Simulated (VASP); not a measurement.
# PbS (I4/mmm) in VASP: notebook, part 2 of 2

VASP 6.6.1. Earlier steps stand in the parts before.

### 3 Single point, r2SCAN (strain +0.025 along x and y, +0.050 along z)

Input file POSCAR:

```
PbS
1.0
    0.0000000000      3.0391250000      3.1132500000
    3.0391250000      0.0000000000      3.1132500000
    3.0391250000      3.0391250000      0.0000000000
Pb S
1 1
Direct
    0.0000000000      0.0000000000      0.0000000000
    0.5000000000      0.5000000000      0.5000000000
```

Input file INCAR.step1:

```
SYSTEM = PbS
ALGO     = Normal         ! electronic algorithm
EDIFF    = 1E-5           ! SCF threshold, eV
ENCUT    = 550            ! plane-wave cutoff, eV
GGA      = PE             ! functional
GGA_COMPAT= .False.      
ISMEAR   = 0              ! smearing method
LASPH    = .True.         ! aspherical terms in the spheres
LCHARG   = .False.        ! write CHGCAR
LREAL    = .False.        ! projectors in reciprocal space
LWAVE    = .True.         ! write WAVECAR
NBANDS   = 17             ! bands
NELM     = 120            ! most SCF steps
PREC     = Accurate       ! precision mode
SIGMA    = 0.05           ! smearing width, eV
```

Input file INCAR.step2:

```
SYSTEM = PbS
ALGO     = Normal         ! electronic algorithm
EDIFF    = 1E-6           ! SCF threshold, eV
ENCUT    = 550            ! plane-wave cutoff, eV
GGA_COMPAT= .False.      
ISIF     = 2              ! what is computed and relaxed
ISMEAR   = 0              ! smearing method
ISTART   = 1            
LASPH    = .True.         ! aspherical terms in the spheres
LCHARG   = .True.         ! write CHGCAR
LELF     = .True.         ! ELF
LMIXTAU  = .True.       
LREAL    = .False.        ! projectors in reciprocal space
LVHAR    = .True.       
LWAVE    = .False.        ! write WAVECAR
METAGGA  = R2SCAN         ! meta-GGA
NBANDS   = 17             ! bands
NELM     = 120            ! most SCF steps
PREC     = Accurate       ! precision mode
SIGMA    = 0.05           ! smearing width, eV
```

Input file KPOINTS:

```
k-points
0
Gamma
  8 8 8
  0 0 0
```

Potentials or basis: VASP PAW PBE potentials, release 64 (Pb_d, S).

Launch:

```console
$ cat potpaw_PBE.64/Pb_d/POTCAR potpaw_PBE.64/S/POTCAR > POTCAR
$ cp INCAR.step1 INCAR
$ mpirun -np 1 vasp_std > vasp.out
$ cp INCAR.step2 INCAR
$ mpirun -np 1 vasp_std > vasp.out
```

OUTCAR:

```text
SYSTEM = PbS
   EDIFF = 1E-6
   ENCUT = 550
   ISIF = 2
   ISMEAR = 0
   ISTART = 1
   LASPH = .True.
   LREAL = .False.
   METAGGA = R2SCAN
   NELM = 120
   PREC = Accurate

 ion  position               nearest neighbor table
   1  0.000  0.000  0.000-   2 3.04   2 3.04   2 3.04   2 3.04   2 3.11   2 3.11
   2  0.500  0.500  0.500-   1 3.04   1 3.04   1 3.04   1 3.04   1 3.11   1 3.11

  LATTYP: Found a body centered tetragonal cell.
 ALAT       =     4.2979717927
 C/A-ratio  =     1.4487065761

  Lattice vectors:

[... 669 lines left out ...]

  FORCE on cell =-STRESS in cart. coord.  units (eV):
  Direction    XX          YY          ZZ          XY          YZ          ZX
  --------------------------------------------------------------------------------------
  -------------------------------------------------------------------------------------
  Total       -1.0940849     -1.0940849     -1.7619449      0.0000000      0.0000000     -0.0000000
  in kB      -30.4803874    -30.4803874    -49.0864691      0.0000000      0.0000000     -0.0000000
  external PRESSURE =     -36.6824146 kB  Pullay stress =       0.0000000 kB

 VOLUME and BASIS-vectors are now :
 -----------------------------------------------------------------------------
  energy-cutoff  :      550.00
  volume of cell :       57.51
      direct lattice vectors                 reciprocal lattice vectors
     0.000000000  3.039125000  3.113250000    -0.164521038  0.164521038  0.160603871
     3.039125000  0.000000000  3.113250000     0.164521038 -0.164521038  0.160603871
     3.039125000  3.039125000  0.000000000     0.164521038  0.164521038 -0.160603871

 POSITION                                       TOTAL-FORCE (eV/Angst)
 -----------------------------------------------------------------------------------
      0.00000      0.00000      0.00000        -0.000000      0.000000     -0.000000
      3.03912      3.03912      3.11325         0.000000     -0.000000      0.000000
 -----------------------------------------------------------------------------------
    total drift:                                0.000000      0.000000      0.000000

  FREE ENERGIE OF THE ION-ELECTRON SYSTEM (eV)
  ---------------------------------------------------
  free  energy   TOTEN  =       -65.5556188241 eV

  energy  without entropy=      -65.5556188241  energy(sigma->0) =      -65.55561882
```

OSZICAR.step1:

```text
N       E                     dE             d eps       ncg     rms          rms(c)
DAV:   1     0.163405919809E+03    0.16341E+03   -0.99187E+03  2006   0.126E+03
DAV:   2     0.385395902669E+01   -0.15955E+03   -0.15321E+03  2147   0.318E+02
DAV:   3    -0.893911732919E+01   -0.12793E+02   -0.12685E+02  2469   0.940E+01
DAV:   4    -0.930138441322E+01   -0.36227E+00   -0.36178E+00  2636   0.171E+01
DAV:   5    -0.931445246754E+01   -0.13068E-01   -0.13067E-01  2954   0.317E+00    0.408E+00
DAV:   6    -0.872868190719E+01    0.58577E+00   -0.17811E+00  3096   0.813E+00    0.284E+00
DAV:   7    -0.873174153574E+01   -0.30596E-02   -0.15014E-01  2386   0.186E+00    0.174E+00
DAV:   8    -0.873574250966E+01   -0.40010E-02   -0.20857E-02  2407   0.145E+00    0.449E-01
DAV:   9    -0.873483443951E+01    0.90807E-03   -0.46238E-03  3120   0.521E-01    0.126E-01
DAV:  10    -0.873514405039E+01   -0.30961E-03   -0.50721E-04  2288   0.125E-01    0.107E-01
DAV:  11    -0.873514101414E+01    0.30363E-05   -0.62192E-05  2900   0.845E-02
   1 F= -.87351410E+01 E0= -.87351410E+01  d E =-.800237E-12
```

Wall time 3.9 min (1 thread of AMD EPYC 9R45 (Zen 5), shared host); peak memory 0.22 GiB.

Results:

```
Free energy            : -65.5556 eV
Pressure               : -3.7 GPa
Band gap on the k mesh : 0.93 eV
```

Stress tensor (GPa, compression positive):
```
-3.05  0.00  0.00
 0.00 -3.05  0.00
 0.00  0.00 -4.91
```

Levels at points of the mesh, in eV from the valence-band top:
```
           k point  band 6  band 7  band 8  band 9  band 10  band 11  band 12  band 13  band 14  band 15
(0.00, 0.00, 0.00)  -13.28   -6.20   -1.82   -1.82    -1.64     5.01     5.51     5.51     7.36     7.50
(0.50, 0.00, 0.00)  -12.25   -8.49   -1.45   -1.41     0.00     0.93     2.41     2.53     9.09    10.79
(0.50, 0.50, 0.00)  -12.02   -7.08   -4.44   -2.87    -2.87     4.70     5.54     5.88     5.88    11.73
(0.50, 0.00, 0.50)  -11.90   -7.19   -4.50   -3.03    -2.79     4.60     5.50     5.83     5.99    11.60
```

Caveat: the cell differs from its parent crystal (strain +0.025 along x and y, +0.050 along z); the cell stands under tension; the PAW data sets were made with another functional, which shifts forces and pressure a little; spin-orbit coupling is left out, which moves the levels of the heavy elements.

### 4 Single point, r2SCAN (strain +0.050 along x and y, +0.025 along z)

Input file POSCAR:

```
PbS
1.0
    0.0000000000      3.1132500000      3.0391250000
    3.1132500000      0.0000000000      3.0391250000
    3.1132500000      3.1132500000      0.0000000000
Pb S
1 1
Direct
    0.0000000000      0.0000000000      0.0000000000
    0.5000000000      0.5000000000      0.5000000000
```

Input file INCAR.step1:

```
SYSTEM = PbS
PREC     = Accurate       ! precision mode
ENCUT    = 550            ! plane-wave cutoff, eV
ISMEAR   = 0              ! smearing method
SIGMA    = 0.05           ! smearing width, eV
LREAL    = .False.        ! projectors in reciprocal space
LASPH    = .True.         ! aspherical terms in the spheres
NELM     = 120            ! most SCF steps
NBANDS   = 17             ! bands
GGA      = PE             ! functional
ALGO     = Normal         ! electronic algorithm
EDIFF    = 1E-5           ! SCF threshold, eV
LWAVE    = .True.         ! write WAVECAR
LCHARG   = .False.        ! write CHGCAR
GGA_COMPAT= .False.
```

Input file INCAR.step2:

```
SYSTEM = PbS
PREC     = Accurate       ! precision mode
ENCUT    = 550            ! plane-wave cutoff, eV
EDIFF    = 1E-6           ! SCF threshold, eV
ISMEAR   = 0              ! smearing method
SIGMA    = 0.05           ! smearing width, eV
LREAL    = .False.        ! projectors in reciprocal space
LASPH    = .True.         ! aspherical terms in the spheres
NELM     = 120            ! most SCF steps
ALGO     = Normal         ! electronic algorithm
ISIF     = 2              ! what is computed and relaxed
LWAVE    = .False.        ! write WAVECAR
LCHARG   = .False.        ! write CHGCAR
METAGGA  = R2SCAN         ! meta-GGA
LMIXTAU  = .True.       
NBANDS   = 17             ! bands
ISTART   = 1            
GGA_COMPAT= .False.
```

Input file KPOINTS:

```
regular mesh
0
Gamma
  8 8 8
  0 0 0
```

Launch:

```console
$ cat potpaw_PBE.64/Pb_d/POTCAR potpaw_PBE.64/S/POTCAR > POTCAR
$ cp INCAR.step1 INCAR
$ mpirun -np 1 vasp_std > vasp.out
$ cp INCAR.step2 INCAR
$ mpirun -np 1 vasp_std > vasp.out
```

It took 3.8 min on 1 thread of AMD EPYC 9R45 (Zen 5), shared host; peak memory 0.22 GiB.

The run converged. Its results:

- Free energy: -65.5194 eV
- Pressure: -4.6 GPa
- Band gap on the k mesh: 0.99 eV

Stress tensor (GPa, compression positive):
```
-5.21  0.00  0.00
 0.00 -5.21  0.00
 0.00  0.00 -3.40
```

Levels at points of the mesh, in eV from the valence-band top:
```tsv
k point	band 7	band 8	band 9	band 10	band 11	band 12	band 13	band 14
(0.00, 0.00, 0.00)	-6.23	-1.76	-1.57	-1.57	5.12	5.12	5.62	7.47
(0.50, 0.00, 0.00)	-8.36	-1.34	-1.30	0.00	0.99	2.45	2.58	9.06
(0.50, 0.50, 0.00)	-7.18	-4.31	-2.76	-2.76	4.67	5.62	5.62	5.86
(0.50, 0.00, 0.50)	-7.09	-4.25	-2.84	-2.60	4.77	5.51	5.57	6.00
```

Caveat: the cell differs from its parent crystal (strain +0.050 along x and y, +0.025 along z); the cell stands under tension; the PAW data sets were made with another functional, which shifts forces and pressure a little; spin-orbit coupling is left out, which moves the levels of the heavy elements. A k mesh can miss the band edges.

### 5 The runs side by side

| cell | gap on the mesh (eV) | pressure (GPa) |
| --- | --- | --- |
| a = 4.246, b = 4.246, c = 4.298 Å, angles 59.6, 59.6, 60.8°, 2 atoms | 0.78 | -1.4 |
| a = 4.351, b = 4.351, c = 4.298 Å, angles 60.4, 60.4, 59.2°, 2 atoms | 0.93 | -3.7 |
| a = 4.351, b = 4.351, c = 4.403 Å, angles 59.6, 59.6, 60.8°, 2 atoms | 0.99 | -4.6 |

Alike in all rows: task single point; level r2SCAN; potentials or basis VASP PAW PBE potentials, release 64 (Pb_d, S); no spin polarisation; k mesh 8 × 8 × 8; cutoff (eV) 550; smearing gaussian 0.05 eV.

Caveats: the PAW data sets were made with another functional, which shifts forces and pressure a little; spin-orbit coupling is left out, which moves the levels of the heavy elements; the cell stands under tension (at least some runs).

Absolute energies hang on the potentials; compare differences alone.
